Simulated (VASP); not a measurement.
# Zr4Cl (R-3m) in VASP: notebook

The runs below take Zr4Cl through single point, with PBE.

Everything below comes from runs of VASP 6.6.1. Logs are shortened: lines on timing, memory, paths and dates and some standing lists are left out, and cuts for length are marked.

**1. The cell of the first run**

The structure is trigonal, space group R-3m (No. 166). The conventional cell has a = 5.752 Å, b = 5.752 Å, c = 14.994 Å, α = 90.00°, β = 90.00°, γ = 120.00°. Zr (site symmetry 2/m) has 2 Cl at 2.88 Å and 6 Zr at 2.88 to 3.00 Å within 3.8 Å. Within 4.2 Å of Zr (site symmetry -3m) lie 6 Zr at 3.00 Å and 6 Cl at 4.16 Å. Within 3.8 Å of Cl (site symmetry -3m) lie 6 Zr at 2.88 Å.

The cell was generated, and may not be a known phase.

**2. Single point, PBE**

The input, INCAR:

```
ALGO     = Fast           # electronic algorithm
EDIFF    = 1E-6           # SCF threshold, eV
ENCUT    = 520            # plane-wave cutoff, eV
GGA      = PE             # functional
ISIF     = 2              # what is computed and relaxed
ISMEAR   = 0              # smearing method
LASPH    = T              # aspherical terms in the spheres
LCHARG   = F              # write CHGCAR
LREAL    = F              # projectors in reciprocal space
LWAVE    = F              # write WAVECAR
NBANDS   = 36             # bands
NELM     = 60             # most SCF steps
PREC     = Accurate       # precision mode
SIGMA    = 0.1            # smearing width, eV
```

The input, KPOINTS:

```
k-points
0
Gamma
  6 6 6
```

The input, POSCAR:

```
Zr4Cl
1.0
    2.8761564478      1.6605496994      4.9980162854
   -2.8761564478      1.6605496994      4.9980162854
    0.0000000000     -3.3210993988      4.9980162854
Zr Cl
4 1
Direct
    0.0000000000      0.0000000000      0.5000000000
    0.5000000000      0.0000000000      0.0000000000
    0.0000000000      0.5000000000      0.0000000000
    0.0000000000      0.0000000000      0.0000000000
    0.5000000000      0.5000000000      0.5000000000
```

Potentials or basis: VASP PAW PBE potentials, release 64 (Zr_sv, Cl).

Launch:

```
cat potpaw_PBE.64/Zr_sv/POTCAR potpaw_PBE.64/Cl/POTCAR > POTCAR
mpirun -np 1 vasp_std > vasp.out
```

OUTCAR:

```text
EDIFF = 1E-6
   ENCUT = 520
   GGA = PE
   ISIF = 2
   ISMEAR = 0
   LASPH = T
   LREAL = F
   NELM = 60
   PREC = Accurate

 ion  position               nearest neighbor table
   1  0.000  0.000  0.500-   5 2.88   5 2.88   3 2.88   2 2.88   2 2.88   3 2.88   4 3.00   4 3.00

   2  0.500  0.000  0.000-   3 2.88   3 2.88   1 2.88   5 2.88   1 2.88   5 2.88   4 3.00   4 3.00

   3  0.000  0.500  0.000-   2 2.88   2 2.88   1 2.88   1 2.88   5 2.88   5 2.88   4 3.00   4 3.00

   4  0.000  0.000  0.000-   2 3.00   3 3.00   3 3.00   2 3.00   1 3.00   1 3.00
   5  0.500  0.500  0.500-   1 2.88   1 2.88   2 2.88   2 2.88   3 2.88   3 2.88

  LATTYP: Found a trigonal (rhomboedric) cell.
 ALAT       =     6.0008222774
 COS(alpha) =     0.5405550550

  Lattice vectors:

 A1 = (   2.8761564478,   1.6605496994,   4.9980162854)
 A2 = (  -2.8761564478,   1.6605496994,   4.9980162854)
 A3 = (   0.0000000000,  -3.3210993988,   4.9980162854)

Analysis of symmetry for initial positions (statically):
=====================================================================
 Subroutine PRICEL returns:
 Original cell was already a primitive cell.

 Routine SETGRP: Setting up the symmetry group for a
 trigonal (rhombohedral) supercell.

 Subroutine GETGRP returns: Found 12 space group operations
 (whereof 12 operations were pure point group operations)
 out of a pool of 12 trial point group operations.

The static configuration has the point symmetry D_3d.

Analysis of symmetry for dynamics (positions and initial velocities):
=====================================================================
 Subroutine PRICEL returns:
 Original cell was already a primitive cell.

 Routine SETGRP: Setting up the symmetry group for a
 trigonal (rhombohedral) supercell.

 Subroutine GETGRP returns: Found 12 space group operations
 (whereof 12 operations were pure point group operations)
 out of a pool of 12 trial point group operations.

The dynamic configuration has the point symmetry D_3d.

 Subroutine INISYM returns: Found 12 space group operations
 (whereof 12 operations are pure point group operations),
 and found     1 'primitive' translations

----------------------------------------------------------------------------------------

                                     Primitive cell

  volume of cell :     143.2232

  direct lattice vectors                    reciprocal lattice vectors
     2.876156448  1.660549699  4.998016285     0.173843116  0.100368370  0.066693127
    -2.876156448  1.660549699  4.998016285    -0.173843116  0.100368370  0.066693127
     0.000000000 -3.321099399  4.998016285     0.000000000 -0.200736740  0.066693127

  length of vectors
     6.000822277  6.000822277  6.000822277     0.211525913  0.211525913  0.211525913

  position of ions in fractional coordinates (direct lattice)
     0.000000000  0.000000000  0.500000000
     0.500000000  0.000000000  0.000000000
     0.000000000  0.500000000  0.000000000
     0.000000000  0.000000000  0.000000000
     0.500000000  0.500000000  0.500000000

  ion indices of the primitive-cell ions
   primitive index   ion index
                 1           1
                 2           2
                 3           3
                 4           4
                 5           5

----------------------------------------------------------------------------------------

 KPOINTS: k-points

Automatic generation of k-mesh.
 Grid dimensions read from file:
 generate k-points for:    6    6    6

 Generating k-lattice:

  Cartesian coordinates                     Fractional coordinates (reciprocal lattice)
     0.028973853  0.016728062  0.011115521     0.166666667  0.000000000  0.000000000
    -0.028973853  0.016728062  0.011115521     0.000000000  0.166666667  0.000000000
     0.000000000 -0.033456123  0.011115521     0.000000000  0.000000000  0.166666667

  Length of vectors
     0.035254319  0.035254319  0.035254319

  Shift w.r.t. Gamma in fractional coordinates (k-lattice)
     0.000000000  0.000000000  0.000000000

 Subroutine IBZKPT returns following result:
 ===========================================

 Found     32 irreducible k-points:

 Following reciprocal coordinates:
            Coordinates               Weight
  0.000000  0.000000  0.000000      1.000000
  0.166667 -0.000000  0.000000      6.000000
  0.333333  0.000000 -0.000000      6.000000
  0.500000 -0.000000 -0.000000      3.000000
  0.166667  0.166667  0.000000      6.000000
  0.333333  0.166667  0.000000     12.000000
[... 16 lines left out ...]
  0.500000  0.500000  0.166667      6.000000
 -0.333333  0.500000  0.166667     12.000000
 [... further k-points ...]
   k-points           NKPTS =     32   k-points in BZ     NKDIM =     32   number of bands    NBANDS=     36
   number of dos      NEDOS =    301   number of ions     NIONS =      5
   total plane-waves  NPLWV = 110592
   dimension x,y,z NGX =    48 NGY =   48 NGZ =   48
   dimension x,y,z NGXF=    96 NGYF=   96 NGZF=   96
   ions per type =               4   1
   NGX,Y,Z   is equivalent  to a cutoff of  13.30, 13.30, 13.30 a.u.
   NGXF,Y,Z  is equivalent  to a cutoff of  26.60, 26.60, 26.60 a.u.
 SYSTEM =  unknown system
   PREC   = accura    normal or accurate (medium, high low for compatibility)
   ISTART =      0    job   : 0-new  1-cont  2-samecut
   ICHARG =      2    charge: 1-file 2-atom 10-const
   ISPIN  =      1    spin polarized calculation?
   LNONCOLLINEAR =      F non collinear calculations
   LSORBIT =      F    spin-orbit coupling
   LASPH  =      T    aspherical Exc in radial PAW
   ENCUT  =  520.0 eV  38.22 Ry    6.18 a.u.  11.16 11.16 11.16*2*pi/ulx,y,z
   NELM   =     60;   NELMIN=  2; NELMDL= -5     # of ELM steps
   EDIFF  = 0.1E-05   stopping-criterion for ELM
   LREAL  =      F    real-space projection
   EDIFFG = 0.1E-04   stopping-criterion for IOM
   NSW    =      0    number of steps for IOM
[... 5 lines left out ...]
   TEBEG  =    0.0;   TEEND  =   0.0 temperature during run
   PSTRESS=    0.0 pullay stress
   NELECT =      55.0000    total number of electrons
   NUPDOWN=      -1.0000    fix difference up-down
   EMIN   =  10.00;   EMAX   =-10.00  energy-range for DOS
   EFERMI =   0.00;   METHOD = LEGACY
   ISMEAR =     0;   SIGMA  =   0.10  broadening in eV -4-tet -1-fermi 0-gaus
   EFERMI_NEDOS =   21; number of points for ismear=-14 and -15
   IALGO  =     68    algorithm
   IMIX   =      4    mixing-type and parameters
     AMIX     =   0.40;   BMIX     =  1.00
     AMIX_MAG =   1.60;   BMIX_MAG =  1.00
  volume/ion in A,a.u.               =      28.64       193.30
  Fermi-wavevector in a.u.,A,eV,Ry     =   1.189939  2.248658 19.265229  1.415954
  Thomas-Fermi vector in A             =   2.326035
   LORBIT       =      0    0 simple, 1 ext, 2 COOP (PROOUT), +10 PAW based schemes
   GGA     = PE    functional components
   LHFCALC =     F    Hartree Fock is set to
   AEXX    =    0.0000 exact exchange contribution
   IVDW    =     0    specifies the selected vdW correction
   LEPSILON=     F    determine dielectric tensor
   LRPA    =     F    only Hartree local field effects (RPA)
 non-spin polarized calculation
 RMM-DIIS sequential band-by-band and
 Gauss-broadening in eV      SIGMA  =   0.10
  energy-cutoff  :      520.00
  volume of cell :      143.22
 maximum number of plane-waves:      3879
 NGX is ok and might be reduce to    48
   NGX = 23   NGY = 23   NGZ = 23

 number of electron      54.9999999 magnetization

 Free energy of the ion-electron system (eV)
  ---------------------------------------------------
  ext. energy  EPLUGINS =         0.00000000
  ---------------------------------------------------
  free energy    TOTEN  =       -31.76202452 eV

  energy without entropy =      -31.72268407  energy(sigma->0) =      -31.74235429

 E-fermi :   5.8048     XC(G=0):  -9.4262

 val. band max:        5.7977377682   @ k =  -0.3333   0.3333   0.0000
 cond. band min:       5.8075264161   @ k =  -0.3333   0.1667   0.1667
 fundamental gap:      0.0097886478
 Fermi energy:         5.8047998853

 k-point     1 :       0.0000    0.0000    0.0000
  band No.  band energies     occupation
      1     -43.0099      2.00000
      2     -42.8332      2.00000
      3     -42.6620      2.00000
      4     -42.6620      2.00000
      5     -21.9378      2.00000
      6     -21.4456      2.00000
[... 28 lines left out ...]
     35       9.1421      0.00000
     36       9.6959      0.00000

 k-point     2 :       0.1667   -0.0000    0.0000
  band No.  band energies     occupation
      1     -43.0014      2.00000
      2     -42.8280      2.00000
      3     -42.6766      2.00000
      4     -42.6621      2.00000
      5     -21.8632      2.00000
      6     -21.4312      2.00000
[... 28 lines left out ...]
     35       9.0863      0.00000
     36       9.1591      0.00000

 k-point     3 :       0.3333    0.0000   -0.0000
  band No.  band energies     occupation
      1     -42.9838      2.00000
      2     -42.8106      2.00000
      3     -42.7135      2.00000
      4     -42.6622      2.00000
      5     -21.7144      2.00000
      6     -21.3574      2.00000
[... 28 lines left out ...]
     35       8.8236      0.00000
     36       8.8454      0.00000

 k-point     4 :       0.5000   -0.0000   -0.0000
  band No.  band energies     occupation
      1     -42.9748      2.00000
      2     -42.7901      2.00000
      3     -42.7440      2.00000
      4     -42.6623      2.00000
      5     -21.6557      2.00000
      6     -21.3004      2.00000
[... 28 lines left out ...]
     35       8.2529      0.00000
     36       9.0522      0.00000

 k-point     5 :       0.1667    0.1667    0.0000
  band No.  band energies     occupation
      1     -42.9977      2.00000
      2     -42.8321      2.00000
      3     -42.6764      2.00000
      4     -42.6621      2.00000
      5     -21.8447      2.00000
      6     -21.4338      2.00000
[... 655 lines left out ...]
 k-point    22 :      -0.1667    0.3333    0.1667
  band No.  band energies     occupation
      1     -42.9702      2.00000
      2     -42.7991      2.00000
      3     -42.7396      2.00000
      4     -42.6624      2.00000
      5     -21.5579      2.00000
      6     -21.3676      2.00000
[... 28 lines left out ...]
     35       8.0774      0.00000
     36       8.5435      0.00000

 k-point    23 :       0.5000    0.5000    0.1667
  band No.  band energies     occupation
      1     -42.9524      2.00000
      2     -42.8490      2.00000
      3     -42.7074      2.00000
      4     -42.6623      2.00000
      5     -21.5520      2.00000
      6     -21.3493      2.00000
[... 28 lines left out ...]
     35       7.5518      0.00000
     36       7.6096      0.00000

 k-point    24 :      -0.3333    0.5000    0.1667
  band No.  band energies     occupation
      1     -42.9541      2.00000
      2     -42.8238      2.00000
      3     -42.7314      2.00000
      4     -42.6624      2.00000
      5     -21.4497      2.00000
      6     -21.3223      2.00000
[... 28 lines left out ...]
     35       7.6704      0.00000
     36       7.9110      0.00000

 [... further k-points ...]

------------------------ aborting loop because EDIFF is reached ----------------------------------------

  FORCE on cell =-STRESS in cart. coord.  units (eV):
  Direction    XX          YY          ZZ          XY          YZ          ZX
  --------------------------------------------------------------------------------------
  -------------------------------------------------------------------------------------
  Total        0.3382819      0.3382819     -0.0097680      0.0000000      0.0000000      0.0000000
  in kB        3.7842169      3.7842169     -0.1092706      0.0000000      0.0000000      0.0000000
  external PRESSURE =       2.4863877 kB  Pullay stress =       0.0000000 kB

 VOLUME and BASIS-vectors are now :
 -----------------------------------------------------------------------------
  energy-cutoff  :      520.00
  volume of cell :      143.22
      direct lattice vectors                 reciprocal lattice vectors
     2.876156448  1.660549699  4.998016285     0.173843116  0.100368370  0.066693127
    -2.876156448  1.660549699  4.998016285    -0.173843116  0.100368370  0.066693127
     0.000000000 -3.321099399  4.998016285     0.000000000 -0.200736740  0.066693127

 POSITION                                       TOTAL-FORCE (eV/Angst)
 -----------------------------------------------------------------------------------
      0.00000     -1.66055      2.49901         0.000000     -0.000000     -0.000000
      1.43808      0.83027      2.49901        -0.000000     -0.000000     -0.000000
     -1.43808      0.83027      2.49901         0.000000      0.000000      0.000000
      0.00000      0.00000      0.00000        -0.000000      0.000000      0.000000
      0.00000      0.00000      7.49702         0.000000      0.000000      0.000000
 -----------------------------------------------------------------------------------
    total drift:                               -0.000000     -0.000000      0.000000

  FREE ENERGIE OF THE ION-ELECTRON SYSTEM (eV)
  ---------------------------------------------------
  free  energy   TOTEN  =       -31.7620245178 eV

  energy  without entropy=      -31.7226840688  energy(sigma->0) =      -31.74235429
```

It took 12 min on 1 thread of Oxide Virtual Turin-like, shared host; peak memory 0.35 GiB.

What came out:

| Quantity | Value |
| --- | --- |
| Free energy | -31.7620 eV |
| Pressure | 0.2 GPa |
| Band gap on the k mesh | zero (an odd number of electrons rules out a gap without spin polarisation) |

Levels at points of the mesh, in eV from the Fermi level:
```
           k point  band 23  band 24  band 25  band 26  band 27  band 28  band 29  band 30  band 31  band 32
(0.00, 0.00, 0.00)    -2.12    -2.12    -2.00    -1.12    -1.12    -0.56    -0.56     0.35     2.91     2.92
(0.50, 0.00, 0.00)    -1.13    -0.92    -0.67    -0.63     0.21     0.45     0.48     0.58     0.71     0.99
(0.50, 0.50, 0.00)    -0.62    -0.59    -0.29    -0.14    -0.13     0.14     0.67     0.87     0.88     0.93
(0.50, 0.50, 0.50)    -1.72    -1.32    -0.68    -0.34    -0.34     0.02     0.53     0.57     0.98     0.98
```

**3. Single point, PBE**

This run uses another cell than the first one, of 18.74 Å³/atom.

The input, INCAR:

```
SYSTEM = Zr4Cl
  ALGO = Normal
  EDIFF = 1E-7
  ENCUT = 520
  GGA = PE
  ISIF = 2
  ISMEAR = 0
  LASPH = .TRUE.
  LCHARG = .FALSE.
  LREAL = .FALSE.
  LWAVE = .FALSE.
  NBANDS = 36
  NELM = 60
  PREC = Accurate
  SIGMA = 0.1
```

The input, KPOINTS:

```
k-points
0
G
  6 6 6
  0 0 0
```

Changes to POSCAR since step 2:

```diff
@@ -2,5 +2,5 @@
 1.0
-    2.8761564478      1.6605496994      4.9980162854
-   -2.8761564478      1.6605496994      4.9980162854
-    0.0000000000     -3.3210993988      4.9980162854
+    2.4714845800      1.4269122900      4.4283386200
+   -2.4714845800      1.4269122900      4.4283386200
+    0.0000000000     -2.8538245800      4.4283386200
 Zr Cl
```

Potentials or basis: VASP PAW PBE potentials, release 64 (Zr_sv, Cl).

Launch:

```
cat potpaw_PBE.64/Zr_sv/POTCAR potpaw_PBE.64/Cl/POTCAR > POTCAR
mpirun -np 1 vasp_std > vasp.out
```

OUTCAR:

```text
SYSTEM = Zr4Cl
   EDIFF = 1E-7
   ENCUT = 520
   GGA = PE
   ISIF = 2
   ISMEAR = 0
   LASPH = .TRUE.
   LREAL = .FALSE.
   NELM = 60
   PREC = Accurate

 ion  position               nearest neighbor table
   1  0.000  0.000  0.500-   5 2.47   5 2.47   3 2.47   2 2.47   2 2.47   3 2.47   4 2.63   4 2.63

   2  0.500  0.000  0.000-   3 2.47   3 2.47   1 2.47   5 2.47   1 2.47   5 2.47   4 2.63   4 2.63

   3  0.000  0.500  0.000-   2 2.47   2 2.47   1 2.47   1 2.47   5 2.47   5 2.47   4 2.63   4 2.63
[... 1143 lines left out ...]
  --------------------------------------------------------------------------------------
  -------------------------------------------------------------------------------------
  Total       35.3110222     35.3110224     19.3787077      0.0000000      0.0000000      0.0000000
  in kB      603.7729003    603.7729023    331.3508878      0.0000000      0.0000000      0.0000000
  external PRESSURE =     512.9655635 kB  Pullay stress =       0.0000000 kB

 VOLUME and BASIS-vectors are now :
 -----------------------------------------------------------------------------
  energy-cutoff  :      520.00
  volume of cell :       93.70
      direct lattice vectors                 reciprocal lattice vectors
     2.471484580  1.426912290  4.428338620     0.202307554  0.116802321  0.075272774
    -2.471484580  1.426912290  4.428338620    -0.202307554  0.116802321  0.075272774
     0.000000000 -2.853824580  4.428338620     0.000000000 -0.233604641  0.075272774

 POSITION                                       TOTAL-FORCE (eV/Angst)
 -----------------------------------------------------------------------------------
      0.00000     -1.42691      2.21417        -0.000000      0.000000     -0.000000
      1.23574      0.71346      2.21417        -0.000000     -0.000000     -0.000000
     -1.23574      0.71346      2.21417         0.000000      0.000000      0.000000
      0.00000      0.00000      0.00000        -0.000000      0.000000      0.000000
      0.00000      0.00000      6.64251         0.000000      0.000000     -0.000000
 -----------------------------------------------------------------------------------
    total drift:                               -0.000000      0.000000     -0.000000

  FREE ENERGIE OF THE ION-ELECTRON SYSTEM (eV)
  ---------------------------------------------------
  free  energy   TOTEN  =       -26.2066148789 eV

  energy  without entropy=      -26.1846801355  energy(sigma->0) =      -26.19564751
```

OSZICAR:

```text
N       E                     dE             d eps       ncg     rms          rms(c)
DAV:   1     0.628353902655E+03    0.62835E+03   -0.29889E+04  2304   0.153E+03
DAV:   2     0.239931935400E+02   -0.60436E+03   -0.59019E+03  2552   0.462E+02
DAV:   3    -0.245862866459E+02   -0.48579E+02   -0.47372E+02  3700   0.101E+02
DAV:   4    -0.282323776734E+02   -0.36461E+01   -0.36096E+01  3404   0.250E+01
DAV:   5    -0.283704693162E+02   -0.13809E+00   -0.13787E+00  3312   0.451E+00    0.478E+01
DAV:   6    -0.264864321665E+02    0.18840E+01   -0.83121E+00  2920   0.141E+01    0.275E+01
DAV:   7    -0.266070802332E+02   -0.12065E+00   -0.67860E+00  2920   0.145E+01    0.838E+00
DAV:   8    -0.262053703356E+02    0.40171E+00   -0.20321E+00  3076   0.774E+00    0.145E+00
DAV:   9    -0.262059245578E+02   -0.55422E-03   -0.11253E-01  3044   0.165E+00    0.694E-01
DAV:  10    -0.262064429380E+02   -0.51838E-03   -0.74191E-03  3120   0.607E-01    0.213E-01
DAV:  11    -0.262066207443E+02   -0.17781E-03   -0.57290E-04  3372   0.149E-01    0.353E-02
DAV:  12    -0.262066105798E+02    0.10164E-04   -0.35381E-05  2904   0.381E-02    0.161E-02
DAV:  13    -0.262066157408E+02   -0.51609E-05   -0.82452E-06  2768   0.205E-02    0.565E-03
DAV:  14    -0.262066149992E+02    0.74152E-06   -0.74469E-07  3144   0.581E-03    0.226E-03
DAV:  15    -0.262066148916E+02    0.10759E-06   -0.42416E-08  1612   0.144E-03    0.103E-03
DAV:  16    -0.262066148789E+02    0.12718E-07   -0.27270E-08  1564   0.120E-03
   1 F= -.26206615E+02 E0= -.26195648E+02  d E =-.219347E-01
```

stdout:

```text
POSCAR found type information on POSCAR ZrCl
 POSCAR found :  2 types and       5 ions
 scaLAPACK will be used
 LDA part: xc-table for (Slater+PW92), standard interpolation
 POSCAR, INCAR and KPOINTS ok, starting setup
 FFT: planning ... GRIDC
 FFT: planning ... GRID_SOFT
 FFT: planning ... GRID
 WAVECAR not read
 entering main loop
```

It took 4.1 min on 1 thread of Oxide Virtual Turin-like, shared host; peak memory 0.24 GiB.

What came out:

* Free energy: -26.2066 eV
* Pressure: 51.3 GPa
* Band gap on the k mesh: zero (an odd number of electrons rules out a gap without spin polarisation)

Caveat: the stress differs along the axes, from 33 to 60 GPa.

The gap in the log of VASP goes by the Fermi energy; the results here count the filled bands.